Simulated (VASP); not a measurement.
# CuI (Pm-3m) in VASP: a series of runs

CuI is run at these levels: PBE; tasks: single point.

Everything below comes from runs of VASP 6.6.1. Logs are shortened: lines on timing, memory, paths and dates and some standing lists are left out, and cuts for length are marked.

## Step 1: The cell of the first run

It takes space group Pm-3m (No. 221, cubic). The conventional cell has a = 3.661 Å, b = 3.661 Å, c = 3.661 Å, α = 90.00°, β = 90.00°, γ = 90.00°. Cu (site symmetry m-3m) has 8 I at 3.17 Å and 6 Cu at 3.66 Å within 4.2 Å. Within 4.2 Å of I (site symmetry m-3m) lie 8 Cu at 3.17 Å and 6 I at 3.66 Å.

## Step 2: Single point, PBE

INCAR reads:

```
SYSTEM = CuI
  PREC = Accurate
  ENCUT = 520
  EDIFF = 1E-6
  ISMEAR = -1
  SIGMA = 0.02
  LREAL = .FALSE.
  LASPH = .TRUE.
  NELM = 100
  ALGO = Normal
  ISIF = 2
  LWAVE = .FALSE.
  LCHARG = .TRUE.
  GGA = PE
  LELF = .TRUE.
  LVHAR = .TRUE.
  NBANDS = 16
```

KPOINTS reads:

```
Automatic mesh
0
G
  4 4 4
  0 0 0
```

POSCAR reads:

```
CuI
1.0
    3.6613896411      0.0000000000      0.0000000000
    0.0000000000      3.6613896411      0.0000000000
    0.0000000000      0.0000000000      3.6613896411
Cu I
1 1
Direct
    0.0000000000      0.0000000000      0.0000000000
    0.5000000000      0.5000000000      0.5000000000
```

Potentials or basis: VASP PAW PBE potentials, release 64 (Cu, I).

Started as:

```sh
$ cat potpaw_PBE.64/Cu/POTCAR potpaw_PBE.64/I/POTCAR > POTCAR
$ mpirun -np 1 vasp_std > vasp.out
```

OUTCAR:

```text
SYSTEM = CuI
   PREC = Accurate
   ENCUT = 520
   EDIFF = 1E-6
   ISMEAR = -1
   LREAL = .FALSE.
   LASPH = .TRUE.
   NELM = 100
   ISIF = 2
   GGA = PE

 ion  position               nearest neighbor table
   1  0.000  0.000  0.000-   2 3.17   2 3.17   2 3.17   2 3.17   2 3.17   2 3.17   2 3.17   2 3.17

   2  0.500  0.500  0.500-   1 3.17   1 3.17   1 3.17   1 3.17   1 3.17   1 3.17   1 3.17   1 3.17

  LATTYP: Found a simple cubic cell.
 ALAT       =     3.6613896411

  Lattice vectors:

 A1 = (   3.6613896411,   0.0000000000,   0.0000000000)
 A2 = (   0.0000000000,   3.6613896411,   0.0000000000)
 A3 = (   0.0000000000,   0.0000000000,   3.6613896411)

Analysis of symmetry for initial positions (statically):
=====================================================================
 Subroutine PRICEL returns:
 Original cell was already a primitive cell.

 Routine SETGRP: Setting up the symmetry group for a
 simple cubic supercell.

 Subroutine GETGRP returns: Found 48 space group operations
 (whereof 48 operations were pure point group operations)
 out of a pool of 48 trial point group operations.

The static configuration has the point symmetry O_h .

Analysis of symmetry for dynamics (positions and initial velocities):
=====================================================================
 Subroutine PRICEL returns:
 Original cell was already a primitive cell.

 Routine SETGRP: Setting up the symmetry group for a
 simple cubic supercell.

 Subroutine GETGRP returns: Found 48 space group operations
 (whereof 48 operations were pure point group operations)
 out of a pool of 48 trial point group operations.

The dynamic configuration has the point symmetry O_h .

 Subroutine INISYM returns: Found 48 space group operations
 (whereof 48 operations are pure point group operations),
 and found     1 'primitive' translations

----------------------------------------------------------------------------------------

                                     Primitive cell

  volume of cell :      49.0838

  direct lattice vectors                    reciprocal lattice vectors
     3.661389641  0.000000000  0.000000000     0.273120344  0.000000000  0.000000000
     0.000000000  3.661389641  0.000000000     0.000000000  0.273120344  0.000000000
     0.000000000  0.000000000  3.661389641     0.000000000  0.000000000  0.273120344

  length of vectors
     3.661389641  3.661389641  3.661389641     0.273120344  0.273120344  0.273120344

  position of ions in fractional coordinates (direct lattice)
     0.000000000  0.000000000  0.000000000
     0.500000000  0.500000000  0.500000000

  ion indices of the primitive-cell ions
   primitive index   ion index
                 1           1
                 2           2

----------------------------------------------------------------------------------------

 KPOINTS: Automatic mesh

Automatic generation of k-mesh.
 Grid dimensions read from file:
 generate k-points for:    4    4    4

 Generating k-lattice:

  Cartesian coordinates                     Fractional coordinates (reciprocal lattice)
     0.068280086  0.000000000  0.000000000     0.250000000  0.000000000  0.000000000
     0.000000000  0.068280086  0.000000000     0.000000000  0.250000000  0.000000000
     0.000000000  0.000000000  0.068280086     0.000000000  0.000000000  0.250000000

  Length of vectors
     0.068280086  0.068280086  0.068280086

  Shift w.r.t. Gamma in fractional coordinates (k-lattice)
     0.000000000  0.000000000  0.000000000

 Subroutine IBZKPT returns following result:
 ===========================================

 Found     10 irreducible k-points:

 Following reciprocal coordinates:
            Coordinates               Weight
  0.000000  0.000000  0.000000      1.000000
  0.250000  0.000000  0.000000      6.000000
  0.500000  0.000000  0.000000      3.000000
  0.250000  0.250000  0.000000     12.000000
  0.500000  0.250000  0.000000     12.000000
  0.500000  0.500000  0.000000      3.000000
  0.250000  0.250000  0.250000      8.000000
  0.500000  0.250000  0.250000     12.000000
  0.500000  0.500000  0.250000      6.000000
  0.500000  0.500000  0.500000      1.000000
   k-points           NKPTS =     10   k-points in BZ     NKDIM =     10   number of bands    NBANDS=     16
   number of dos      NEDOS =    301   number of ions     NIONS =      2
   total plane-waves  NPLWV =  21952
   dimension x,y,z NGX =    28 NGY =   28 NGZ =   28
   dimension x,y,z NGXF=    56 NGYF=   56 NGZF=   56
   ions per type =               1   1
   NGX,Y,Z   is equivalent  to a cutoff of  12.71, 12.71, 12.71 a.u.
   NGXF,Y,Z  is equivalent  to a cutoff of  25.43, 25.43, 25.43 a.u.
 SYSTEM =  CuI
   PREC   = accura    normal or accurate (medium, high low for compatibility)
   ISTART =      0    job   : 0-new  1-cont  2-samecut
   ICHARG =      2    charge: 1-file 2-atom 10-const
   ISPIN  =      1    spin polarized calculation?
   LNONCOLLINEAR =      F non collinear calculations
   LSORBIT =      F    spin-orbit coupling
   LASPH  =      T    aspherical Exc in radial PAW
   ENCUT  =  520.0 eV  38.22 Ry    6.18 a.u.   6.81  6.81  6.81*2*pi/ulx,y,z
   NELM   =    100;   NELMIN=  2; NELMDL= -5     # of ELM steps
   EDIFF  = 0.1E-05   stopping-criterion for ELM
   LREAL  =      F    real-space projection
   EDIFFG = 0.1E-04   stopping-criterion for IOM
   NSW    =      0    number of steps for IOM
   IBRION =     -1    ionic relax: 0-MD 1-quasi-New 2-CG
   NFREE  =      0    steps in history (QN), initial steepest desc. (CG)
   ISIF   =      2    stress and relaxation
   ISYM   =      2    0-nonsym 1-usesym 2-fastsym
   POTIM  = 0.5000    time-step for ionic-motion
   TEBEG  =    0.0;   TEEND  =   0.0 temperature during run
   PSTRESS=    0.0 pullay stress
   NELECT =      18.0000    total number of electrons
   NUPDOWN=      -1.0000    fix difference up-down
   EMIN   =  10.00;   EMAX   =-10.00  energy-range for DOS
   EFERMI =   0.00;   METHOD = LEGACY
   ISMEAR =    -1;   SIGMA  =   0.02  broadening in eV -4-tet -1-fermi 0-gaus
   EFERMI_NEDOS =   21; number of points for ismear=-14 and -15
   IALGO  =     38    algorithm
   IMIX   =      4    mixing-type and parameters
     AMIX     =   0.40;   BMIX     =  1.00
     AMIX_MAG =   1.60;   BMIX_MAG =  1.00
  volume/ion in A,a.u.               =      24.54       165.62
  Fermi-wavevector in a.u.,A,eV,Ry     =   1.171799  2.214379 18.682329  1.373112
  Thomas-Fermi vector in A             =   2.308237
   LORBIT       =      0    0 simple, 1 ext, 2 COOP (PROOUT), +10 PAW based schemes
   GGA     = PE    functional components
   LHFCALC =     F    Hartree Fock is set to
   AEXX    =    0.0000 exact exchange contribution
   IVDW    =     0    specifies the selected vdW correction
   LEPSILON=     F    determine dielectric tensor
   LRPA    =     F    only Hartree local field effects (RPA)
 non-spin polarized calculation
  energy-cutoff  :      520.00
  volume of cell :       49.08
 maximum number of plane-waves:      1357
 NGX is ok and might be reduce to    28
   NGX = 13   NGY = 13   NGZ = 13

 number of electron      18.0000019 magnetization

 Free energy of the ion-electron system (eV)
  ---------------------------------------------------
  ext. energy  EPLUGINS =         0.00000000
  ---------------------------------------------------
  free energy    TOTEN  =        -4.07020598 eV

  energy without entropy =       -4.06615223  energy(sigma->0) =       -4.06817911

 E-fermi :   5.5851     XC(G=0):  -9.9078

 val. band max:        5.4996291440   @ k =   0.5000   0.2500   0.0000
 cond. band min:       5.6109106218   @ k =   0.5000   0.0000   0.0000
 fundamental gap:      0.1112814779
 Fermi energy:         5.5850729758

 k-point     1 :       0.0000    0.0000    0.0000
  band No.  band energies     occupation
      1      -8.1863      2.00000
      2       3.6183      2.00000
      3       3.6183      2.00000
      4       4.0186      2.00000
      5       4.0186      2.00000
      6       4.0186      2.00000
      7       4.0325      2.00000
      8       4.0325      2.00000
      9       4.0325      2.00000
     10       5.2109      2.00000
     11      11.0871      0.00000
     12      11.0871      0.00000
     13      15.7385      0.00000
     14      15.7385      0.00000
     15      15.7385      0.00000
     16      18.8779      0.00000

 k-point     2 :       0.2500    0.0000    0.0000
  band No.  band energies     occupation
      1      -7.8524      2.00000
      2       1.0969      2.00000
      3       3.4892      2.00000
      4       3.4892      2.00000
      5       3.6658      2.00000
      6       3.9615      2.00000
      7       4.0266      2.00000
      8       4.9455      2.00000
      9       4.9455      2.00000
     10       7.1255      0.00000
     11      11.4429      0.00000
     12      12.0653      0.00000
     13      13.5204      0.00000
     14      13.5204      0.00000
     15      15.0659      0.00000
     16      17.1274      0.00000

 k-point     3 :       0.5000    0.0000    0.0000
  band No.  band energies     occupation
      1      -7.4447      2.00000
      2      -0.4904      2.00000
      3       3.3205      2.00000
      4       3.3205      2.00000
      5       3.7138      2.00000
      6       4.0347      2.00000
      7       4.1689      2.00000
      8       5.6109      0.43107
      9       5.6109      0.43107
     10       9.0457      0.00000
     11       9.4892      0.00000
     12      11.9169      0.00000
     13      11.9169      0.00000
     14      12.0048      0.00000
     15      15.2882      0.00000
     16      19.4771      0.00000

 k-point     4 :       0.2500    0.2500    0.0000
  band No.  band energies     occupation
      1      -7.5397      2.00000
      2       1.2294      2.00000
      3       2.0094      2.00000
      4       3.5601      2.00000
      5       3.7725      2.00000
      6       3.9536      2.00000
      7       4.0879      2.00000
      8       4.1315      2.00000
      9       5.2103      2.00000
     10       8.0884      0.00000
     11      10.2625      0.00000
     12      13.3843      0.00000
     13      13.4070      0.00000
     14      13.6841      0.00000
     15      15.8883      0.00000
     16      16.3452      0.00000

 k-point     5 :       0.5000    0.2500    0.0000
  band No.  band energies     occupation
      1      -7.1642      2.00000
      2       0.0761      2.00000
      3       2.2590      2.00000
      4       3.5737      2.00000
      5       3.7510      2.00000
      6       3.9592      2.00000
      7       4.1616      2.00000
      8       4.2559      2.00000
      9       5.4996      1.97248
     10       6.9171      0.00000
     11      10.8281      0.00000
     12      12.4725      0.00000
     13      12.7278      0.00000
     14      14.1606      0.00000
     15      16.6252      0.00000
     16      17.9683      0.00000

 k-point     6 :       0.5000    0.5000    0.0000
  band No.  band energies     occupation
      1      -6.8353      2.00000
      2       0.9796      2.00000
      3       0.9796      2.00000
      4       3.4887      2.00000
      5       3.8874      2.00000
      6       3.8874      2.00000
      7       3.9858      2.00000
      8       4.1601      2.00000
      9       5.2289      2.00000
     10       5.3342      1.99999
     11      12.8531      0.00000
     12      12.8531      0.00000
     13      13.2113      0.00000
     14      14.6995      0.00000
     15      15.3241      0.00000
     16      15.3241      0.00000

 k-point     7 :       0.2500    0.2500    0.2500
  band No.  band energies     occupation
      1      -7.2401      2.00000
      2       1.5984      2.00000
      3       2.1748      2.00000
      4       2.1748      2.00000
      5       3.8877      2.00000
      6       3.8877      2.00000
      7       4.0108      2.00000
      8       4.4845      2.00000
      9       4.4845      2.00000
     10       7.8874      0.00000
     11      10.8671      0.00000
     12      10.8671      0.00000
     13      13.1070      0.00000
     14      15.3437      0.00000
     15      15.3437      0.00000
     16      17.3641      0.00000

 k-point     8 :       0.5000    0.2500    0.2500
  band No.  band energies     occupation
      1      -6.8837      2.00000
      2       0.5521      2.00000
      3       2.3225      2.00000
      4       2.6806      2.00000
      5       3.8840      2.00000
      6       3.8863      2.00000
      7       3.9581      2.00000
      8       4.1999      2.00000
      9       4.9867      2.00000
     10       6.9278      0.00000
     11       9.0416      0.00000
     12      10.8171      0.00000
     13      13.5842      0.00000
     14      15.8330      0.00000
     15      16.0722      0.00000
     16      17.9855      0.00000

 k-point     9 :       0.5000    0.5000    0.2500
  band No.  band energies     occupation
      1      -6.5548      2.00000
      2       1.2004      2.00000
      3       1.2004      2.00000
      4       2.6749      2.00000
      5       3.8593      2.00000
      6       4.1637      2.00000
      7       4.1861      2.00000
      8       4.1861      2.00000
      9       4.9164      2.00000
     10       5.6205      0.29064
     11       9.5674      0.00000
     12       9.5674      0.00000
     13      11.0275      0.00000
     14      16.5484      0.00000
     15      19.5692      0.00000
     16      19.5692      0.00000

 k-point    10 :       0.5000    0.5000    0.5000
  band No.  band energies     occupation
      1      -6.2256      2.00000
      2       1.4213      2.00000
      3       1.4213      2.00000
      4       1.4213      2.00000
      5       4.1674      2.00000
      6       4.1674      2.00000
      7       4.8386      2.00000
      8       4.8386      2.00000
      9       4.8386      2.00000
     10       7.4270      0.00000
     11       7.4270      0.00000
     12       7.4270      0.00000
     13       7.5566      0.00000
     14      22.3182      0.00000
     15      22.3183      0.00000
     16      22.3184      0.00000

------------------------ aborting loop because EDIFF is reached ----------------------------------------

  FORCE on cell =-STRESS in cart. coord.  units (eV):
  Direction    XX          YY          ZZ          XY          YZ          ZX
  --------------------------------------------------------------------------------------
  -------------------------------------------------------------------------------------
  Total        0.0502294      0.0502294      0.0502294      0.0000000      0.0000000     -0.0000000
  in kB        1.6395741      1.6395741      1.6395741      0.0000000      0.0000000     -0.0000000
  external PRESSURE =       1.6395741 kB  Pullay stress =       0.0000000 kB

 VOLUME and BASIS-vectors are now :
 -----------------------------------------------------------------------------
  energy-cutoff  :      520.00
  volume of cell :       49.08
      direct lattice vectors                 reciprocal lattice vectors
     3.661389641  0.000000000  0.000000000     0.273120344  0.000000000  0.000000000
     0.000000000  3.661389641  0.000000000     0.000000000  0.273120344  0.000000000
     0.000000000  0.000000000  3.661389641     0.000000000  0.000000000  0.273120344

 POSITION                                       TOTAL-FORCE (eV/Angst)
 -----------------------------------------------------------------------------------
      0.00000      0.00000      0.00000         0.000000      0.000000      0.000000
      1.83069      1.83069      1.83069         0.000000      0.000000      0.000000
 -----------------------------------------------------------------------------------
    total drift:                               -0.000000      0.000000     -0.000000

  FREE ENERGIE OF THE ION-ELECTRON SYSTEM (eV)
  ---------------------------------------------------
  free  energy   TOTEN  =        -4.0702059784 eV

  energy  without entropy=       -4.0661522329  energy(sigma->0) =       -4.06817911
```

Run time: 17 s. Hardware: 1 thread of Intel Xeon Platinum 8259CL at 2.50GHz (Skylake/Cascade Lake), shared host; peak memory 0.15 GiB.

What came out:

```
Free energy            : -4.0702 eV
Pressure               : 0.2 GPa
Band gap on the k mesh : zero (band 9 reaches 5.61 eV, above the bottom of band 10 at 5.21 eV)
```

Caveat: the k points lie up to 0.43 Å⁻¹ apart; spin-orbit coupling is left out, which moves the levels of the heavy elements; semilocal functionals often make such compounds metallic where correlation or magnetic order opens a gap, which also shifts bond lengths.

## Step 3: Single point, PBE

INCAR reads:

```
SYSTEM = CuI
ALGO = Normal
EDIFF = 1E-6
ENCUT = 520
GGA = PE
ISIF = 2
ISMEAR = -1
LASPH = .TRUE.
LCHARG = .FALSE.
LREAL = .FALSE.
LWAVE = .FALSE.
NBANDS = 16
NELM = 60
PREC = Accurate
SIGMA = 0.02
```

KPOINTS reads:

```
k-points
0
G
  6 6 6
  0 0 0
```

POSCAR is that of step 2.

Potentials or basis: VASP PAW PBE potentials, release 64 (Cu, I).

Started as:

```sh
$ cat potpaw_PBE.64/Cu/POTCAR potpaw_PBE.64/I/POTCAR > POTCAR
$ mpirun -np 1 vasp_std > vasp.out
```

Run time: 21 s. Hardware: 1 thread of Intel Xeon Platinum 8259CL at 2.50GHz (Skylake/Cascade Lake), shared host; peak memory 0.16 GiB.

Results (log left out):

* Free energy: -4.1409 eV
* Pressure: -0.8 GPa
* Band gap on the k mesh: zero (band 9 reaches 5.62 eV, above the bottom of band 10 at 5.21 eV)

Levels at points of the mesh, in eV from the Fermi level:
```csv
k point,band 5,band 6,band 7,band 8,band 9,band 10,band 11,band 12,band 13,band 14
"(0.00, 0.00, 0.00)",-1.55,-1.55,-1.53,-1.53,-1.53,-0.37,5.51,5.51,10.16,10.16
"(0.50, 0.00, 0.00)",-1.83,-1.51,-1.38,0.04,0.04,3.46,3.91,6.34,6.34,6.42
"(0.50, 0.50, 0.00)",-1.66,-1.66,-1.56,-1.38,-0.34,-0.25,7.27,7.27,7.63,9.12
"(0.50, 0.50, 0.50)",-1.38,-1.38,-0.71,-0.71,-0.71,1.85,1.85,1.85,1.98,16.73
```

Caveat: spin-orbit coupling is left out, which moves the levels of the heavy elements; semilocal functionals often make such compounds metallic where correlation or magnetic order opens a gap, which also shifts bond lengths.

## Step 4: Single point, PBE

INCAR reads:

```
PREC = Accurate ; ENCUT = 520
EDIFF = 1E-6 ; ISMEAR = -1
SIGMA = 0.02 ; LREAL = False
LASPH = True ; NELM = 100
ALGO = Normal ; ISIF = 2
LWAVE = False ; LCHARG = True
GGA = PE ; LELF = True
LVHAR = True ; NBANDS = 16
```

KPOINTS reads:

```
regular mesh
0
Gamma
  6 6 6
```

POSCAR is that of step 3.

Started as:

```sh
$ cat potpaw_PBE.64/Cu/POTCAR potpaw_PBE.64/I/POTCAR > POTCAR
$ mpirun -np 1 vasp_std > vasp.out
```

It took 22 s on 1 thread of Intel Xeon Platinum 8259CL at 2.50GHz (Skylake/Cascade Lake), shared host; peak memory 0.15 GiB.

Results (log left out):

- Free energy: -4.1409 eV
- Pressure: -0.8 GPa
- Band gap on the k mesh: zero (band 9 reaches 5.62 eV, above the bottom of band 10 at 5.21 eV)

Levels at points of the mesh, in eV from the Fermi level:
| k point | band 6 | band 7 | band 8 | band 9 | band 10 | band 11 | band 12 | band 13 |
| --- | --- | --- | --- | --- | --- | --- | --- | --- |
| (0.00, 0.00, 0.00) | -1.55 | -1.53 | -1.53 | -1.53 | -0.37 | 5.51 | 5.51 | 10.16 |
| (0.50, 0.00, 0.00) | -1.51 | -1.38 | 0.04 | 0.04 | 3.46 | 3.91 | 6.34 | 6.34 |
| (0.50, 0.50, 0.00) | -1.66 | -1.56 | -1.38 | -0.34 | -0.25 | 7.27 | 7.27 | 7.63 |
| (0.50, 0.50, 0.50) | -1.38 | -0.71 | -0.71 | -0.71 | 1.85 | 1.85 | 1.85 | 1.98 |

Caveat: spin-orbit coupling is left out, which moves the levels of the heavy elements; semilocal functionals often make such compounds metallic where correlation or magnetic order opens a gap, which also shifts bond lengths.
